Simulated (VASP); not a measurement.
# Hg (Fd-3m) in VASP: a series of runs

Runs on Hg. Level: LDA. Tasks: single point.

All numbers are computed with VASP 6.6.1; they aren't measurements. Logs are shortened: lines on timing, memory, paths and dates and some standing lists are left out, and cuts for length are marked.

**1. The cell of the first run**

The structure is cubic, space group Fd-3m (No. 227). Conventional cell: a = 5.486 Å, b = 5.486 Å, c = 5.486 Å, α = 90.00°, β = 90.00°, γ = 90.00°. Hg (site symmetry -43m) has 4 Hg at 2.38 Å within 3.1 Å.

**2. Single point, LDA**

Contents of INCAR:

```
SYSTEM = Hg
PREC     = Accurate       ! precision mode
ENCUT    = 550            ! plane-wave cutoff, eV
EDIFF    = 1E-6           ! SCF threshold, eV
ISMEAR   = -1             ! smearing method
SIGMA    = 0.1            ! smearing width, eV
LREAL    = .FALSE.        ! projectors in reciprocal space
LASPH    = .TRUE.         ! aspherical terms in the spheres
NELM     = 120            ! most SCF steps
ALGO     = Normal         ! electronic algorithm
ISIF     = 2              ! what is computed and relaxed
LWAVE    = .FALSE.        ! write WAVECAR
LCHARG   = .FALSE.        ! write CHGCAR
NBANDS   = 27             ! bands
GGA_COMPAT= .FALSE.
```

Contents of KPOINTS:

```
regular mesh
0
G
  6 6 6
  0 0 0
```

Contents of POSCAR:

```
Hg
1.0
    0.0000000000      2.7431131918      2.7431131918
    2.7431131918      0.0000000000      2.7431131918
    2.7431131918      2.7431131918      0.0000000000
Hg
2
Direct
    0.0000000000      0.0000000000      0.0000000000
    0.2500000000      0.2500000000      0.2500000000
```

Potentials or basis: VASP PAW LDA potentials, release 64 (Hg_sv_GW).

Run with:

```console
> cat potpaw_LDA.64/Hg_sv_GW/POTCAR > POTCAR
> mpirun -np 1 vasp_std > vasp.out
```

OUTCAR:

```text
SYSTEM = Hg
   PREC = Accurate
   ENCUT = 550
   EDIFF = 1E-6
   ISMEAR = -1
   LREAL = .FALSE.
   LASPH = .TRUE.
   NELM = 120
   ISIF = 2

 ion  position               nearest neighbor table
   1  0.000  0.000  0.000-   2 2.38   2 2.38   2 2.38   2 2.38
   2  0.250  0.250  0.250-   1 2.38   1 2.38   1 2.38   1 2.38

  LATTYP: Found a face centered cubic cell.
 ALAT       =     5.4862263836

  Lattice vectors:

 A1 = (   0.0000000000,   2.7431131918,   2.7431131918)
 A2 = (   2.7431131918,   0.0000000000,   2.7431131918)
 A3 = (   2.7431131918,   2.7431131918,   0.0000000000)

Analysis of symmetry for initial positions (statically):
=====================================================================
 Subroutine PRICEL returns:
 Original cell was already a primitive cell.

 Routine SETGRP: Setting up the symmetry group for a
 face centered cubic supercell.

 Subroutine GETGRP returns: Found 48 space group operations
 (whereof 24 operations were pure point group operations)
 out of a pool of 48 trial point group operations.

The static configuration has the point symmetry T_d .
 The point group associated with its full space group is O_h .

Analysis of symmetry for dynamics (positions and initial velocities):
=====================================================================
 Subroutine PRICEL returns:
 Original cell was already a primitive cell.

 Routine SETGRP: Setting up the symmetry group for a
 face centered cubic supercell.

 Subroutine GETGRP returns: Found 48 space group operations
 (whereof 24 operations were pure point group operations)
 out of a pool of 48 trial point group operations.

The dynamic configuration has the point symmetry T_d .
 The point group associated with its full space group is O_h .

 Subroutine INISYM returns: Found 48 space group operations
 (whereof 24 operations are pure point group operations),
 and found     1 'primitive' translations

----------------------------------------------------------------------------------------

                                     Primitive cell

  volume of cell :      41.2820

  direct lattice vectors                    reciprocal lattice vectors
     0.000000000  2.743113192  2.743113192    -0.182274651  0.182274651  0.182274651
     2.743113192  0.000000000  2.743113192     0.182274651 -0.182274651  0.182274651
     2.743113192  2.743113192  0.000000000     0.182274651  0.182274651 -0.182274651

  length of vectors
     3.879347879  3.879347879  3.879347879     0.315708957  0.315708957  0.315708957

  position of ions in fractional coordinates (direct lattice)
     0.000000000  0.000000000  0.000000000
     0.250000000  0.250000000  0.250000000

  ion indices of the primitive-cell ions
   primitive index   ion index
                 1           1
                 2           2

----------------------------------------------------------------------------------------

 KPOINTS: regular mesh

Automatic generation of k-mesh.
 Grid dimensions read from file:
 generate k-points for:    6    6    6

 Generating k-lattice:

  Cartesian coordinates                     Fractional coordinates (reciprocal lattice)
    -0.030379109  0.030379109  0.030379109     0.166666667  0.000000000  0.000000000
     0.030379109 -0.030379109  0.030379109     0.000000000  0.166666667  0.000000000
     0.030379109  0.030379109 -0.030379109     0.000000000  0.000000000  0.166666667

  Length of vectors
     0.052618159  0.052618159  0.052618159

  Shift w.r.t. Gamma in fractional coordinates (k-lattice)
     0.000000000  0.000000000  0.000000000

 Subroutine IBZKPT returns following result:
 ===========================================

 Found     16 irreducible k-points:

 Following reciprocal coordinates:
            Coordinates               Weight
  0.000000  0.000000  0.000000      1.000000
  0.166667  0.000000  0.000000      8.000000
  0.333333  0.000000  0.000000      8.000000
  0.500000  0.000000  0.000000      4.000000
  0.166667  0.166667  0.000000      6.000000
  0.333333  0.166667  0.000000     24.000000
[... 8 lines left out ...]
 -0.333333  0.333333  0.166667     24.000000
 -0.333333  0.500000  0.166667     12.000000
   k-points           NKPTS =     16   k-points in BZ     NKDIM =     16   number of bands    NBANDS=     27
   number of dos      NEDOS =    301   number of ions     NIONS =      2
   total plane-waves  NPLWV =  27000
   dimension x,y,z NGX =    30 NGY =   30 NGZ =   30
   dimension x,y,z NGXF=    60 NGYF=   60 NGZF=   60
   ions per type =               2
   NGX,Y,Z   is equivalent  to a cutoff of  12.86, 12.86, 12.86 a.u.
   NGXF,Y,Z  is equivalent  to a cutoff of  25.71, 25.71, 25.71 a.u.
 SYSTEM =  Hg
   PREC   = accura    normal or accurate (medium, high low for compatibility)
   ISTART =      0    job   : 0-new  1-cont  2-samecut
   ICHARG =      2    charge: 1-file 2-atom 10-const
   ISPIN  =      1    spin polarized calculation?
   LNONCOLLINEAR =      F non collinear calculations
   LSORBIT =      F    spin-orbit coupling
   LASPH  =      T    aspherical Exc in radial PAW
   ENCUT  =  550.0 eV  40.42 Ry    6.36 a.u.   7.42  7.42  7.42*2*pi/ulx,y,z
   NELM   =    120;   NELMIN=  2; NELMDL= -5     # of ELM steps
   EDIFF  = 0.1E-05   stopping-criterion for ELM
   LREAL  =      F    real-space projection
   EDIFFG = 0.1E-04   stopping-criterion for IOM
   NSW    =      0    number of steps for IOM
   IBRION =     -1    ionic relax: 0-MD 1-quasi-New 2-CG
   NFREE  =      0    steps in history (QN), initial steepest desc. (CG)
   ISIF   =      2    stress and relaxation
   ISYM   =      2    0-nonsym 1-usesym 2-fastsym
   POTIM  = 0.5000    time-step for ionic-motion
   TEBEG  =    0.0;   TEEND  =   0.0 temperature during run
   PSTRESS=    0.0 pullay stress
   NELECT =      40.0000    total number of electrons
   NUPDOWN=      -1.0000    fix difference up-down
   EMIN   =  10.00;   EMAX   =-10.00  energy-range for DOS
   EFERMI =   0.00;   METHOD = LEGACY
   ISMEAR =    -1;   SIGMA  =   0.10  broadening in eV -4-tet -1-fermi 0-gaus
   EFERMI_NEDOS =   21; number of points for ismear=-14 and -15
   IALGO  =     38    algorithm
   IMIX   =      4    mixing-type and parameters
     AMIX     =   0.40;   BMIX     =  1.00
     AMIX_MAG =   1.60;   BMIX_MAG =  1.00
  volume/ion in A,a.u.               =      20.64       139.29
  Fermi-wavevector in a.u.,A,eV,Ry     =   1.619973  3.061305 35.705938  2.624312
  Thomas-Fermi vector in A             =   2.713987
   LORBIT       =      0    0 simple, 1 ext, 2 COOP (PROOUT), +10 PAW based schemes
   GGA     = CA    functional components
   LHFCALC =     F    Hartree Fock is set to
   AEXX    =    0.0000 exact exchange contribution
   IVDW    =     0    specifies the selected vdW correction
   LEPSILON=     F    determine dielectric tensor
   LRPA    =     F    only Hartree local field effects (RPA)
 non-spin polarized calculation
  energy-cutoff  :      550.00
  volume of cell :       41.28
 maximum number of plane-waves:      1243
 NGX is ok and might be reduce to    30
   NGX = 15   NGY = 15   NGZ = 15

 number of electron      40.0000004 magnetization

 Free energy of the ion-electron system (eV)
  ---------------------------------------------------
  ext. energy  EPLUGINS =         0.00000000
  ---------------------------------------------------
  free energy    TOTEN  =         1.47850737 eV

  energy without entropy =        1.52030020  energy(sigma->0) =        1.49940379

 E-fermi :   7.8567     XC(G=0): -12.1858

 val. band max:        7.8061603317   @ k =  -0.3333   0.3333   0.1667
 cond. band min:       7.8984810575   @ k =   0.5000   0.3333   0.0000
 fundamental gap:      0.0923207258
 Fermi energy:         7.8566697075

 k-point     1 :       0.0000    0.0000    0.0000
  band No.  band energies     occupation
      1    -108.1819      2.00000
      2    -108.0872      2.00000
      3     -57.0121      2.00000
      4     -57.0121      2.00000
      5     -57.0121      2.00000
      6     -56.6202      2.00000
[... 19 lines left out ...]
     26      17.3768      0.00000
     27      17.3770      0.00000

 k-point     2 :       0.1667    0.0000    0.0000
  band No.  band energies     occupation
      1    -108.1773      2.00000
      2    -108.0919      2.00000
      3     -57.0212      2.00000
      4     -57.0212      2.00000
      5     -57.0055      2.00000
      6     -56.6271      2.00000
[... 19 lines left out ...]
     26      18.6636      0.00000
     27      18.6684      0.00000

 k-point     3 :       0.3333    0.0000    0.0000
  band No.  band energies     occupation
      1    -108.1660      2.00000
      2    -108.1033      2.00000
      3     -57.0385      2.00000
      4     -57.0385      2.00000
      5     -56.9922      2.00000
      6     -56.6419      2.00000
[... 19 lines left out ...]
     26      18.4283      0.00000
     27      21.0220      0.00000

 k-point     4 :       0.5000    0.0000    0.0000
  band No.  band energies     occupation
      1    -108.1584      2.00000
      2    -108.1110      2.00000
      3     -57.0465      2.00000
      4     -57.0465      2.00000
      5     -56.9851      2.00000
      6     -56.6496      2.00000
[... 19 lines left out ...]
     26      18.2893      0.00000
     27      22.4320      0.00000

 k-point     5 :       0.1667    0.1667    0.0000
  band No.  band energies     occupation
      1    -108.1756      2.00000
      2    -108.0936      2.00000
      3     -57.0315      2.00000
      4     -57.0315      2.00000
      5     -56.9862      2.00000
      6     -56.6468      2.00000
[... 19 lines left out ...]
     26      19.9533      0.00000
     27      20.1175      0.00000

 k-point     6 :       0.3333    0.1667    0.0000
  band No.  band energies     occupation
      1    -108.1660      2.00000
      2    -108.1033      2.00000
      3     -57.0508      2.00000
      4     -57.0486      2.00000
      5     -56.9601      2.00000
      6     -56.6739      2.00000
[... 204 lines left out ...]
      1    -108.1347      2.00000
      2    -108.1347      2.00000
      3     -57.0814      2.00000
      4     -57.0814      2.00000
      5     -56.8182      2.00000
      6     -56.8182      2.00000
[... 19 lines left out ...]
     26      25.3619      0.00000
     27      26.2144      0.00000

 k-point    14 :       0.5000    0.3333    0.1667
  band No.  band energies     occupation
      1    -108.1552      2.00000
      2    -108.1142      2.00000
      3     -57.0746      2.00000
      4     -57.0598      2.00000
      5     -56.9167      2.00000
      6     -56.7179      2.00000
[... 19 lines left out ...]
     26      21.9607      0.00000
     27      22.3508      0.00000

 k-point    15 :      -0.3333    0.3333    0.1667
  band No.  band energies     occupation
      1    -108.1466      2.00000
      2    -108.1229      2.00000
      3     -57.0831      2.00000
      4     -57.0678      2.00000
      5     -56.8861      2.00000
      6     -56.7484      2.00000
[... 19 lines left out ...]
     26      20.3436      0.00000
     27      22.9347      0.00000

 k-point    16 :      -0.3333    0.5000    0.1667
  band No.  band energies     occupation
      1    -108.1347      2.00000
      2    -108.1347      2.00000
      3     -57.0815      2.00000
      4     -57.0815      2.00000
      5     -56.8176      2.00000
      6     -56.8176      2.00000
[... 19 lines left out ...]
     26      21.0952      0.00000
     27      25.6747      0.00000

------------------------ aborting loop because EDIFF is reached ----------------------------------------

  FORCE on cell =-STRESS in cart. coord.  units (eV):
  Direction    XX          YY          ZZ          XY          YZ          ZX
  --------------------------------------------------------------------------------------
  -------------------------------------------------------------------------------------
  Total       15.7121152     15.7121152     15.7121152     -0.0000000      0.0000000      0.0000000
  in kB      609.7952739    609.7952739    609.7952739     -0.0000000      0.0000000      0.0000000
  external PRESSURE =     609.7952739 kB  Pullay stress =       0.0000000 kB

 VOLUME and BASIS-vectors are now :
 -----------------------------------------------------------------------------
  energy-cutoff  :      550.00
  volume of cell :       41.28
      direct lattice vectors                 reciprocal lattice vectors
     0.000000000  2.743113192  2.743113192    -0.182274651  0.182274651  0.182274651
     2.743113192  0.000000000  2.743113192     0.182274651 -0.182274651  0.182274651
     2.743113192  2.743113192  0.000000000     0.182274651  0.182274651 -0.182274651

 POSITION                                       TOTAL-FORCE (eV/Angst)
 -----------------------------------------------------------------------------------
      0.00000      0.00000      0.00000        -0.000000     -0.000000     -0.000000
      1.37156      1.37156      1.37156         0.000000      0.000000      0.000000
 -----------------------------------------------------------------------------------
    total drift:                                0.000000     -0.000000      0.000000

  FREE ENERGIE OF THE ION-ELECTRON SYSTEM (eV)
  ---------------------------------------------------
  free  energy   TOTEN  =         1.4785073741 eV

  energy  without entropy=        1.5203002046  energy(sigma->0) =        1.49940379
```

It took 16 s on 1 thread of Intel Xeon 6975P-C (Granite Rapids), shared host; peak memory 0.15 GiB.

Results:

- Free energy: 1.4785 eV
- Pressure: 61.0 GPa
- Band gap on the k mesh: zero (bands 20 and 21 overlap by 8.98 eV)

Caveat: the cell stands under pressure; spin-orbit coupling is left out, which moves the levels of the heavy elements.

**3. Single point, LDA**

This run uses another cell than the first one, of 33.62 Å³/atom.

Contents of INCAR:

```
SYSTEM = Hg
PREC = Accurate
ENCUT = 550
EDIFF = 1E-6
ISMEAR = -1
SIGMA = 0.1
LREAL = .FALSE.
LASPH = .TRUE.
NELM = 120
ALGO = Normal
ISIF = 2
LWAVE = .FALSE.
LCHARG = .FALSE.
GGA = CA
NBANDS = 27
GGA_COMPAT = .FALSE.
```

KPOINTS is that of step 2.

Contents of POSCAR:

```
Hg
1.0
    0.0000000000      3.2273475626      3.2273475626
    3.2273475626      0.0000000000      3.2273475626
    3.2273475626      3.2273475626      0.0000000000
Hg
2
Direct
    0.0000000000      0.0000000000      0.0000000000
    0.2500000000      0.2500000000      0.2500000000
```

Potentials or basis: VASP PAW LDA potentials, release 64 (Hg_sv_GW).

Run with:

```console
> cat potpaw_LDA.64/Hg_sv_GW/POTCAR > POTCAR
> mpirun -np 1 vasp_std > vasp.out
```

Run time: 13 s. Hardware: 1 thread of Intel Xeon 6975P-C (Granite Rapids), shared host; peak memory 0.18 GiB.

It converged, with:

```
Free energy            : -1.4303 eV
Pressure               : -0.1 GPa
Band gap on the k mesh : zero (bands 20 and 21 overlap by 4.02 eV)
```

Levels at points of the mesh, in eV from the Fermi level:
```
           k point  band 17  band 18  band 19  band 20  band 21  band 22  band 23  band 24
(0.00, 0.00, 0.00)    -6.60    -6.17    -6.17     3.63     5.29     5.29     5.29     6.57
(0.50, 0.00, 0.00)    -6.17    -6.17    -4.74    -3.21     3.21     3.21     4.02     7.21
(0.50, 0.50, 0.00)    -6.07    -6.07    -3.61    -3.61     1.01     1.01     4.34     4.34
```

Caveat: spin-orbit coupling is left out, which moves the levels of the heavy elements.

The gap in the log of VASP goes by the Fermi energy; the results here count the filled bands.